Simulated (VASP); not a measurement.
# BN (Qingsongite) (F-43m) in VASP: notebook

The runs below take BN (Qingsongite) through single point, with PBE.

Program: VASP 6.6.1. These are calculated values, not measurements. Logs are shortened: lines on timing, memory, paths and dates and some standing lists are left out, and cuts for length are marked.

## Step 1: The cell of the first run

Symmetry: F-43m, No. 216, cubic system. The conventional cell has a = 3.615 Å, b = 3.615 Å, c = 3.615 Å, α = 90.00°, β = 90.00°, γ = 90.00°. Within 2.1 Å of B (site symmetry -43m) lie 4 N at 1.57 Å. Within 2.1 Å of N (site symmetry -43m) lie 4 B at 1.57 Å.

## Step 2: Single point, PBE

File INCAR:

```
SYSTEM = BN
PREC     = Accurate       ! precision mode
ENCUT    = 520            ! plane-wave cutoff, eV
EDIFF    = 1E-6           ! SCF threshold, eV
ISMEAR   = 0              ! smearing method
SIGMA    = 0.01           ! smearing width, eV
LREAL    = .FALSE.        ! projectors in reciprocal space
LASPH    = .TRUE.         ! aspherical terms in the spheres
NELM     = 60             ! most SCF steps
ALGO     = Normal         ! electronic algorithm
ISIF     = 2              ! what is computed and relaxed
LWAVE    = .FALSE.        ! write WAVECAR
LCHARG   = .TRUE.         ! write CHGCAR
GGA      = PE             ! functional
LELF     = .TRUE.         ! ELF
LVHAR    = .TRUE.       
NBANDS   = 11             ! bands
```

File KPOINTS:

```
regular mesh
0
G
  4 4 4
  0 0 0
```

File POSCAR:

```
BN
1.0
    0.0000000000      1.8075000000      1.8075000000
    1.8075000000      0.0000000000      1.8075000000
    1.8075000000      1.8075000000      0.0000000000
B N
1 1
Direct
    0.0000000000      0.0000000000      0.0000000000
    0.2500000000      0.2500000000      0.2500000000
```

Potentials or basis: VASP PAW PBE potentials, release 64 (B, N).

Command:

```bash
> cat potpaw_PBE.64/B/POTCAR potpaw_PBE.64/N/POTCAR > POTCAR
> mpirun -np 1 vasp_std > vasp.out
```

OUTCAR:

```text
SYSTEM = BN
   PREC = Accurate
   ENCUT = 520
   EDIFF = 1E-6
   ISMEAR = 0
   LREAL = .FALSE.
   LASPH = .TRUE.
   NELM = 60
   ISIF = 2
   GGA = PE

 ion  position               nearest neighbor table
   1  0.000  0.000  0.000-   2 1.57   2 1.57   2 1.57   2 1.57
   2  0.250  0.250  0.250-   1 1.57   1 1.57   1 1.57   1 1.57

  LATTYP: Found a face centered cubic cell.
 ALAT       =     3.6150000000

  Lattice vectors:

 A1 = (   0.0000000000,   1.8075000000,   1.8075000000)
 A2 = (   1.8075000000,   0.0000000000,   1.8075000000)
 A3 = (   1.8075000000,   1.8075000000,   0.0000000000)

Analysis of symmetry for initial positions (statically):
=====================================================================
 Subroutine PRICEL returns:
 Original cell was already a primitive cell.

 Routine SETGRP: Setting up the symmetry group for a
 face centered cubic supercell.

 Subroutine GETGRP returns: Found 24 space group operations
 (whereof 24 operations were pure point group operations)
 out of a pool of 48 trial point group operations.

The static configuration has the point symmetry T_d .

Analysis of symmetry for dynamics (positions and initial velocities):
=====================================================================
 Subroutine PRICEL returns:
 Original cell was already a primitive cell.

 Routine SETGRP: Setting up the symmetry group for a
 face centered cubic supercell.

 Subroutine GETGRP returns: Found 24 space group operations
 (whereof 24 operations were pure point group operations)
 out of a pool of 48 trial point group operations.

The dynamic configuration has the point symmetry T_d .

 Subroutine INISYM returns: Found 24 space group operations
 (whereof 24 operations are pure point group operations),
 and found     1 'primitive' translations

----------------------------------------------------------------------------------------

                                     Primitive cell

  volume of cell :      11.8104

  direct lattice vectors                    reciprocal lattice vectors
     0.000000000  1.807500000  1.807500000    -0.276625173  0.276625173  0.276625173
     1.807500000  0.000000000  1.807500000     0.276625173 -0.276625173  0.276625173
     1.807500000  1.807500000  0.000000000     0.276625173  0.276625173 -0.276625173

  length of vectors
     2.556191014  2.556191014  2.556191014     0.479128854  0.479128854  0.479128854

  position of ions in fractional coordinates (direct lattice)
     0.000000000  0.000000000  0.000000000
     0.250000000  0.250000000  0.250000000

  ion indices of the primitive-cell ions
   primitive index   ion index
                 1           1
                 2           2

----------------------------------------------------------------------------------------

 KPOINTS: regular mesh

Automatic generation of k-mesh.
 Grid dimensions read from file:
 generate k-points for:    4    4    4

 Generating k-lattice:

  Cartesian coordinates                     Fractional coordinates (reciprocal lattice)
    -0.069156293  0.069156293  0.069156293     0.250000000  0.000000000  0.000000000
     0.069156293 -0.069156293  0.069156293     0.000000000  0.250000000  0.000000000
     0.069156293  0.069156293 -0.069156293     0.000000000  0.000000000  0.250000000

  Length of vectors
     0.119782214  0.119782214  0.119782214

  Shift w.r.t. Gamma in fractional coordinates (k-lattice)
     0.000000000  0.000000000  0.000000000

 Subroutine IBZKPT returns following result:
 ===========================================

 Found      8 irreducible k-points:

 Following reciprocal coordinates:
            Coordinates               Weight
  0.000000  0.000000  0.000000      1.000000
  0.250000  0.000000  0.000000      8.000000
  0.500000  0.000000  0.000000      4.000000
  0.250000  0.250000  0.000000      6.000000
  0.500000  0.250000  0.000000     24.000000
 -0.250000  0.250000  0.000000     12.000000
  0.500000  0.500000  0.000000      3.000000
 -0.250000  0.500000  0.250000      6.000000
   k-points           NKPTS =      8   k-points in BZ     NKDIM =      8   number of bands    NBANDS=     11
   number of dos      NEDOS =    301   number of ions     NIONS =      2
   total plane-waves  NPLWV =   8000
   dimension x,y,z NGX =    20 NGY =   20 NGZ =   20
   dimension x,y,z NGXF=    40 NGYF=   40 NGZF=   40
   ions per type =               1   1
   NGX,Y,Z   is equivalent  to a cutoff of  13.01, 13.01, 13.01 a.u.
   NGXF,Y,Z  is equivalent  to a cutoff of  26.01, 26.01, 26.01 a.u.
 SYSTEM =  BN
   PREC   = accura    normal or accurate (medium, high low for compatibility)
   ISTART =      0    job   : 0-new  1-cont  2-samecut
   ICHARG =      2    charge: 1-file 2-atom 10-const
   ISPIN  =      1    spin polarized calculation?
   LNONCOLLINEAR =      F non collinear calculations
   LSORBIT =      F    spin-orbit coupling
   LASPH  =      T    aspherical Exc in radial PAW
   ENCUT  =  520.0 eV  38.22 Ry    6.18 a.u.   4.75  4.75  4.75*2*pi/ulx,y,z
   NELM   =     60;   NELMIN=  2; NELMDL= -5     # of ELM steps
   EDIFF  = 0.1E-05   stopping-criterion for ELM
   LREAL  =      F    real-space projection
   EDIFFG = 0.1E-04   stopping-criterion for IOM
   NSW    =      0    number of steps for IOM
   IBRION =     -1    ionic relax: 0-MD 1-quasi-New 2-CG
   NFREE  =      0    steps in history (QN), initial steepest desc. (CG)
   ISIF   =      2    stress and relaxation
   ISYM   =      2    0-nonsym 1-usesym 2-fastsym
   POTIM  = 0.5000    time-step for ionic-motion
   TEBEG  =    0.0;   TEEND  =   0.0 temperature during run
   PSTRESS=    0.0 pullay stress
   NELECT =       8.0000    total number of electrons
   NUPDOWN=      -1.0000    fix difference up-down
   EMIN   =  10.00;   EMAX   =-10.00  energy-range for DOS
   EFERMI =   0.00;   METHOD = LEGACY
   ISMEAR =     0;   SIGMA  =   0.01  broadening in eV -4-tet -1-fermi 0-gaus
   EFERMI_NEDOS =   21; number of points for ismear=-14 and -15
   IALGO  =     38    algorithm
   IMIX   =      4    mixing-type and parameters
     AMIX     =   0.40;   BMIX     =  1.00
     AMIX_MAG =   1.60;   BMIX_MAG =  1.00
  volume/ion in A,a.u.               =       5.91        39.85
  Fermi-wavevector in a.u.,A,eV,Ry     =   1.437749  2.716952 28.124920  2.067123
  Thomas-Fermi vector in A             =   2.556793
   LORBIT       =      0    0 simple, 1 ext, 2 COOP (PROOUT), +10 PAW based schemes
   GGA     = PE    functional components
   LHFCALC =     F    Hartree Fock is set to
   AEXX    =    0.0000 exact exchange contribution
   IVDW    =     0    specifies the selected vdW correction
   LEPSILON=     F    determine dielectric tensor
   LRPA    =     F    only Hartree local field effects (RPA)
 non-spin polarized calculation
 Gauss-broadening in eV      SIGMA  =   0.01
  energy-cutoff  :      520.00
  volume of cell :       11.81
 maximum number of plane-waves:       332
 NGX is ok and might be reduce to    20
   NGX =  9   NGY =  9   NGZ =  9

 number of electron       7.9999999 magnetization

 Free energy of the ion-electron system (eV)
  ---------------------------------------------------
  ext. energy  EPLUGINS =         0.00000000
  ---------------------------------------------------
  free energy    TOTEN  =       -17.37521927 eV

  energy without entropy =      -17.37521927  energy(sigma->0) =      -17.37521927

 E-fermi :   7.5063     XC(G=0): -12.8125

 val. band max:        7.4380902488   @ k =   0.0000   0.0000   0.0000
 cond. band min:      11.8732627953   @ k =   0.5000   0.5000   0.0000
 fundamental gap:      4.4351725465
 Fermi energy:         7.5062672610

 k-point     1 :       0.0000    0.0000    0.0000
  band No.  band energies     occupation
      1     -12.8069      2.00000
      2       7.4381      2.00000
      3       7.4381      2.00000
      4       7.4381      2.00000
      5      16.2303      0.00000
      6      16.2303      0.00000
      7      16.2303      0.00000
      8      17.7799      0.00000
      9      32.1635      0.00000
     10      35.1777      0.00000
     11      35.1777      0.00000

 k-point     2 :       0.2500    0.0000    0.0000
  band No.  band energies     occupation
      1     -11.3266      2.00000
      2       1.9493      2.00000
      3       6.3065      2.00000
      4       6.3065      2.00000
      5      17.0659      0.00000
      6      17.7533      0.00000
      7      17.7533      0.00000
      8      21.0028      0.00000
      9      30.8618      0.00000
     10      31.0090      0.00000
     11      31.0090      0.00000

 k-point     3 :       0.5000    0.0000    0.0000
  band No.  band energies     occupation
      1      -8.5837      2.00000
      2      -3.2708      2.00000
      3       5.4925      2.00000
      4       5.4925      2.00000
      5      17.5658      0.00000
      6      18.1194      0.00000
      7      18.1194      0.00000
      8      22.6878      0.00000
      9      30.8748      0.00000
     10      34.2048      0.00000
     11      34.3217      0.00000

 k-point     4 :       0.2500    0.2500    0.0000
  band No.  band energies     occupation
      1     -10.8415      2.00000
      2       3.4526      2.00000
      3       4.4189      2.00000
      4       4.4189      2.00000
      5      14.2083      0.00000
      6      18.9671      0.00000
      7      20.8607      0.00000
      8      20.8607      0.00000
      9      25.6946      0.00000
     10      34.5680      0.00000
     11      38.0248      0.00000

 k-point     5 :       0.5000    0.2500    0.0000
  band No.  band energies     occupation
      1      -8.1417      2.00000
      2      -1.3243      2.00000
      3       2.2739      2.00000
      4       3.7740      2.00000
      5      14.9619      0.00000
      6      20.5180      0.00000
      7      21.8792      0.00000
      8      22.0208      0.00000
      9      27.3577      0.00000
     10      33.8773      0.00000
     11      36.0398      0.00000

 k-point     6 :      -0.2500    0.2500    0.0000
  band No.  band energies     occupation
      1      -9.1433      2.00000
      2      -0.1514      2.00000
      3       1.8315      2.00000
      4       5.3391      2.00000
      5      17.1388      0.00000
      6      19.5841      0.00000
      7      20.2949      0.00000
      8      21.9437      0.00000
      9      28.9043      0.00000
     10      29.4599      0.00000
     11      34.1853      0.00000

 k-point     7 :       0.5000    0.5000    0.0000
  band No.  band energies     occupation
      1      -7.2149      2.00000
      2      -1.4934      2.00000
      3       2.5229      2.00000
      4       2.5229      2.00000
      5      11.8733      0.00000
      6      16.6429      0.00000
      7      25.3453      0.00000
      8      25.3453      0.00000
      9      28.2214      0.00000
     10      34.6499      0.00000
     11      41.0504      0.00000

 k-point     8 :      -0.2500    0.5000    0.2500
  band No.  band energies     occupation
      1      -6.9021      2.00000
      2      -0.1628      2.00000
      3       0.4598      2.00000
      4       0.9153      2.00000
      5      17.0238      0.00000
      6      20.7239      0.00000
      7      21.9176      0.00000
      8      22.0869      0.00000
      9      26.7375      0.00000
     10      32.9977      0.00000
     11      36.9441      0.00000

------------------------ aborting loop because EDIFF is reached ----------------------------------------

  FORCE on cell =-STRESS in cart. coord.  units (eV):
  Direction    XX          YY          ZZ          XY          YZ          ZX
  --------------------------------------------------------------------------------------
  -------------------------------------------------------------------------------------
  Total        0.2938704      0.2938704      0.2938704      0.0000000      0.0000000      0.0000000
  in kB       39.8658964     39.8658964     39.8658964      0.0000000      0.0000000      0.0000000
  external PRESSURE =      39.8658964 kB  Pullay stress =       0.0000000 kB

 VOLUME and BASIS-vectors are now :
 -----------------------------------------------------------------------------
  energy-cutoff  :      520.00
  volume of cell :       11.81
      direct lattice vectors                 reciprocal lattice vectors
     0.000000000  1.807500000  1.807500000    -0.276625173  0.276625173  0.276625173
     1.807500000  0.000000000  1.807500000     0.276625173 -0.276625173  0.276625173
     1.807500000  1.807500000  0.000000000     0.276625173  0.276625173 -0.276625173

 POSITION                                       TOTAL-FORCE (eV/Angst)
 -----------------------------------------------------------------------------------
      0.00000      0.00000      0.00000        -0.000000     -0.000000      0.000000
      0.90375      0.90375      0.90375         0.000000      0.000000     -0.000000
 -----------------------------------------------------------------------------------
    total drift:                                0.000000      0.000000      0.000000

  FREE ENERGIE OF THE ION-ELECTRON SYSTEM (eV)
  ---------------------------------------------------
  free  energy   TOTEN  =       -17.3752192726 eV

  energy  without entropy=      -17.3752192726  energy(sigma->0) =      -17.37521927
```

It took 2.9 s on 1 thread of Intel Xeon 8259CL, shared host; peak memory 0.11 GiB.

Results:

* Free energy: -17.3752 eV
* Pressure: 4.0 GPa
* Band gap on the k mesh: 4.44 eV, indirect (least direct gap 8.79 eV)

Caveat: the k points lie up to 0.75 Å⁻¹ apart. A k mesh can miss the band edges.

[end of part 1 of 2]
